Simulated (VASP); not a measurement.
# SnTe (Fm-3m) in VASP: a series of runs, part 2 of 2

VASP 6.6.1. The steps go on from the part before.

### 3 Single point, RPBE

INCAR reads:

```
SYSTEM = SnTe
ALGO     = Normal         ! electronic algorithm
EDIFF    = 1E-6           ! SCF threshold, eV
ENCUT    = 500            ! plane-wave cutoff, eV
GGA      = RP             ! functional
GGA_COMPAT= .False.      
ISIF     = 2              ! what is computed and relaxed
ISMEAR   = 0              ! smearing method
LASPH    = .True.         ! aspherical terms in the spheres
LCHARG   = .False.        ! write CHGCAR
LREAL    = .False.        ! projectors in reciprocal space
LWAVE    = .False.        ! write WAVECAR
NBANDS   = 17             ! bands
NELM     = 120            ! most SCF steps
PREC     = Accurate       ! precision mode
SIGMA    = 0.01           ! smearing width, eV
```

KPOINTS reads:

```
k-points
0
Gamma
  4 4 4
  0 0 0
```

POSCAR reads:

```
SnTe
1.0
    0.0000000000      3.1508500000      3.1508500000
    3.1508500000      0.0000000000      3.1508500000
    3.1508500000      3.1508500000      0.0000000000
Sn Te
1 1
Direct
    0.0000000000      0.0000000000      0.0000000000
    0.5000000000      0.5000000000      0.5000000000
```

Potentials or basis: VASP PAW PBE potentials, release 64 (Sn_d, Te).

Command:

```bash
> cat potpaw_PBE.64/Sn_d/POTCAR potpaw_PBE.64/Te/POTCAR > POTCAR
> mpirun -np 1 vasp_std > vasp.out
```

OUTCAR:

```text
SYSTEM = SnTe
   EDIFF = 1E-6
   ENCUT = 500
   GGA = RP
   ISIF = 2
   ISMEAR = 0
   LASPH = .True.
   LREAL = .False.
   NELM = 120
   PREC = Accurate

 ion  position               nearest neighbor table
   1  0.000  0.000  0.000-   2 3.15   2 3.15   2 3.15   2 3.15   2 3.15   2 3.15
   2  0.500  0.500  0.500-   1 3.15   1 3.15   1 3.15   1 3.15   1 3.15   1 3.15

  LATTYP: Found a face centered cubic cell.
 ALAT       =     6.3017000000

  Lattice vectors:

 A1 = (   0.0000000000,   3.1508500000,   3.1508500000)
 A2 = (   3.1508500000,   0.0000000000,   3.1508500000)
 A3 = (   3.1508500000,   3.1508500000,   0.0000000000)

Analysis of symmetry for initial positions (statically):
=====================================================================
 Subroutine PRICEL returns:
 Original cell was already a primitive cell.

 Routine SETGRP: Setting up the symmetry group for a
 face centered cubic supercell.

 Subroutine GETGRP returns: Found 48 space group operations
 (whereof 48 operations were pure point group operations)
 out of a pool of 48 trial point group operations.

The static configuration has the point symmetry O_h .

Analysis of symmetry for dynamics (positions and initial velocities):
=====================================================================
 Subroutine PRICEL returns:
 Original cell was already a primitive cell.

 Routine SETGRP: Setting up the symmetry group for a
 face centered cubic supercell.

 Subroutine GETGRP returns: Found 48 space group operations
 (whereof 48 operations were pure point group operations)
 out of a pool of 48 trial point group operations.

The dynamic configuration has the point symmetry O_h .

 Subroutine INISYM returns: Found 48 space group operations
 (whereof 48 operations are pure point group operations),
 and found     1 'primitive' translations

----------------------------------------------------------------------------------------

                                     Primitive cell

  volume of cell :      62.5624

  direct lattice vectors                    reciprocal lattice vectors
     0.000000000  3.150850000  3.150850000    -0.158687338  0.158687338  0.158687338
     3.150850000  0.000000000  3.150850000     0.158687338 -0.158687338  0.158687338
     3.150850000  3.150850000  0.000000000     0.158687338  0.158687338 -0.158687338

  length of vectors
     4.455974803  4.455974803  4.455974803     0.274854533  0.274854533  0.274854533

  position of ions in fractional coordinates (direct lattice)
     0.000000000  0.000000000  0.000000000
     0.500000000  0.500000000  0.500000000

  ion indices of the primitive-cell ions
   primitive index   ion index
                 1           1
                 2           2

----------------------------------------------------------------------------------------

 KPOINTS: k-points

Automatic generation of k-mesh.
 Grid dimensions read from file:
 generate k-points for:    4    4    4

 Generating k-lattice:

  Cartesian coordinates                     Fractional coordinates (reciprocal lattice)
    -0.039671835  0.039671835  0.039671835     0.250000000  0.000000000  0.000000000
     0.039671835 -0.039671835  0.039671835     0.000000000  0.250000000  0.000000000
     0.039671835  0.039671835 -0.039671835     0.000000000  0.000000000  0.250000000

  Length of vectors
     0.068713633  0.068713633  0.068713633

  Shift w.r.t. Gamma in fractional coordinates (k-lattice)
     0.000000000  0.000000000  0.000000000

 Subroutine IBZKPT returns following result:
 ===========================================

 Found      8 irreducible k-points:

 Following reciprocal coordinates:
            Coordinates               Weight
  0.000000  0.000000  0.000000      1.000000
  0.250000  0.000000  0.000000      8.000000
  0.500000  0.000000  0.000000      4.000000
  0.250000  0.250000  0.000000      6.000000
  0.500000  0.250000  0.000000     24.000000
 -0.250000  0.250000  0.000000     12.000000
  0.500000  0.500000  0.000000      3.000000
 -0.250000  0.500000  0.250000      6.000000
   k-points           NKPTS =      8   k-points in BZ     NKDIM =      8   number of bands    NBANDS=     17
   number of dos      NEDOS =    301   number of ions     NIONS =      2
   total plane-waves  NPLWV =  32768
   dimension x,y,z NGX =    32 NGY =   32 NGZ =   32
   dimension x,y,z NGXF=    64 NGYF=   64 NGZF=   64
   ions per type =               1   1
   NGX,Y,Z   is equivalent  to a cutoff of  11.94, 11.94, 11.94 a.u.
   NGXF,Y,Z  is equivalent  to a cutoff of  23.88, 23.88, 23.88 a.u.
 SYSTEM =  SnTe
   PREC   = accura    normal or accurate (medium, high low for compatibility)
   ISTART =      0    job   : 0-new  1-cont  2-samecut
   ICHARG =      2    charge: 1-file 2-atom 10-const
   ISPIN  =      1    spin polarized calculation?
   LNONCOLLINEAR =      F non collinear calculations
   LSORBIT =      F    spin-orbit coupling
   LASPH  =      T    aspherical Exc in radial PAW
   ENCUT  =  500.0 eV  36.75 Ry    6.06 a.u.   8.12  8.12  8.12*2*pi/ulx,y,z
   NELM   =    120;   NELMIN=  2; NELMDL= -5     # of ELM steps
   EDIFF  = 0.1E-05   stopping-criterion for ELM
   LREAL  =      F    real-space projection
   EDIFFG = 0.1E-04   stopping-criterion for IOM
   NSW    =      0    number of steps for IOM
   IBRION =     -1    ionic relax: 0-MD 1-quasi-New 2-CG
   NFREE  =      0    steps in history (QN), initial steepest desc. (CG)
   ISIF   =      2    stress and relaxation
   ISYM   =      2    0-nonsym 1-usesym 2-fastsym
   POTIM  = 0.5000    time-step for ionic-motion
   TEBEG  =    0.0;   TEEND  =   0.0 temperature during run
   PSTRESS=    0.0 pullay stress
   NELECT =      20.0000    total number of electrons
   NUPDOWN=      -1.0000    fix difference up-down
   EMIN   =  10.00;   EMAX   =-10.00  energy-range for DOS
   EFERMI =   0.00;   METHOD = LEGACY
   ISMEAR =     0;   SIGMA  =   0.01  broadening in eV -4-tet -1-fermi 0-gaus
   EFERMI_NEDOS =   21; number of points for ismear=-14 and -15
   IALGO  =     38    algorithm
   IMIX   =      4    mixing-type and parameters
     AMIX     =   0.40;   BMIX     =  1.00
     AMIX_MAG =   1.60;   BMIX_MAG =  1.00
  volume/ion in A,a.u.               =      31.28       211.10
  Fermi-wavevector in a.u.,A,eV,Ry     =   1.119387  2.115336 17.048485  1.253028
  Thomas-Fermi vector in A             =   2.256026
   LORBIT       =      0    0 simple, 1 ext, 2 COOP (PROOUT), +10 PAW based schemes
   GGA     = RP    functional components
   LHFCALC =     F    Hartree Fock is set to
   AEXX    =    0.0000 exact exchange contribution
   IVDW    =     0    specifies the selected vdW correction
   LEPSILON=     F    determine dielectric tensor
   LRPA    =     F    only Hartree local field effects (RPA)
 non-spin polarized calculation
 Gauss-broadening in eV      SIGMA  =   0.01
  energy-cutoff  :      500.00
  volume of cell :       62.56
 maximum number of plane-waves:      1639
   NGX = 17   NGY = 17   NGZ = 17

 number of electron      20.0000011 magnetization

 Free energy of the ion-electron system (eV)
  ---------------------------------------------------
  ext. energy  EPLUGINS =         0.00000000
  ---------------------------------------------------
  free energy    TOTEN  =        -6.81137398 eV

  energy without entropy =       -6.81137398  energy(sigma->0) =       -6.81137398

 E-fermi :   7.1350     XC(G=0):  -9.4204

 val. band max:        7.0959918266   @ k =   0.5000   0.0000   0.0000
 cond. band min:       7.1739491739   @ k =   0.5000   0.0000   0.0000
 fundamental gap:      0.0779573473
 Fermi energy:         7.1349946209

 k-point     1 :       0.0000    0.0000    0.0000
  band No.  band energies     occupation
      1     -14.9654      2.00000
      2     -14.9654      2.00000
      3     -14.9603      2.00000
      4     -14.9603      2.00000
      5     -14.9603      2.00000
      6      -5.7553      2.00000
[... 9 lines left out ...]
     16      11.7972      0.00000
     17      13.8676      0.00000
[... 121 lines left out ...]
 k-point     8 :      -0.2500    0.5000    0.2500
  band No.  band energies     occupation
      1     -14.9770      2.00000
      2     -14.9655      2.00000
      3     -14.9570      2.00000
      4     -14.9570      2.00000
      5     -14.9497      2.00000
      6      -4.0911      2.00000
[... 9 lines left out ...]
     16      17.4046      0.00000
     17      17.9351      0.00000

------------------------ aborting loop because EDIFF is reached ----------------------------------------

  FORCE on cell =-STRESS in cart. coord.  units (eV):
  Direction    XX          YY          ZZ          XY          YZ          ZX
  --------------------------------------------------------------------------------------
  -------------------------------------------------------------------------------------
  Total        1.1394866      1.1394866      1.1394866     -0.0000000      0.0000000     -0.0000000
  in kB       29.1814328     29.1814328     29.1814328     -0.0000000      0.0000000     -0.0000000
  external PRESSURE =      29.1814328 kB  Pullay stress =       0.0000000 kB

 VOLUME and BASIS-vectors are now :
 -----------------------------------------------------------------------------
  energy-cutoff  :      500.00
  volume of cell :       62.56
      direct lattice vectors                 reciprocal lattice vectors
     0.000000000  3.150850000  3.150850000    -0.158687338  0.158687338  0.158687338
     3.150850000  0.000000000  3.150850000     0.158687338 -0.158687338  0.158687338
     3.150850000  3.150850000  0.000000000     0.158687338  0.158687338 -0.158687338

 POSITION                                       TOTAL-FORCE (eV/Angst)
 -----------------------------------------------------------------------------------
      0.00000      0.00000      0.00000        -0.000000     -0.000000      0.000000
      3.15085      3.15085      3.15085         0.000000      0.000000     -0.000000
 -----------------------------------------------------------------------------------
    total drift:                                0.000000     -0.000000     -0.000000

  FREE ENERGIE OF THE ION-ELECTRON SYSTEM (eV)
  ---------------------------------------------------
  free  energy   TOTEN  =        -6.8113739849 eV

  energy  without entropy=       -6.8113739847  energy(sigma->0) =       -6.81137398
```

Run time: 5.7 s. Hardware: 1 thread of Intel Xeon Platinum 8375C at 2.90GHz (Ice Lake), shared host; peak memory 0.17 GiB.

Results:

| Item | Value |
| --- | --- |
| Free energy | -6.8114 eV |
| Pressure | 2.9 GPa |
| Band gap on the k mesh | 0.08 eV, direct |

Levels at points of the mesh, in eV from the valence-band top:
```tsv
k point	band 7	band 8	band 9	band 10	band 11	band 12	band 13	band 14
(0.00, 0.00, 0.00)	-4.68	-2.21	-2.21	-2.21	3.33	3.33	3.33	4.70
(0.50, 0.00, 0.00)	-8.36	-1.88	-1.88	0.00	0.08	0.34	0.34	7.76
(0.50, 0.50, 0.00)	-6.48	-5.63	-3.80	-3.80	2.15	4.90	4.90	6.37
```

Caveat: the k points lie up to 0.43 Å⁻¹ apart; the PAW data sets were made with another functional, which shifts forces and pressure a little; spin-orbit coupling is left out, which moves the levels of the heavy elements. A k mesh can miss the band edges.
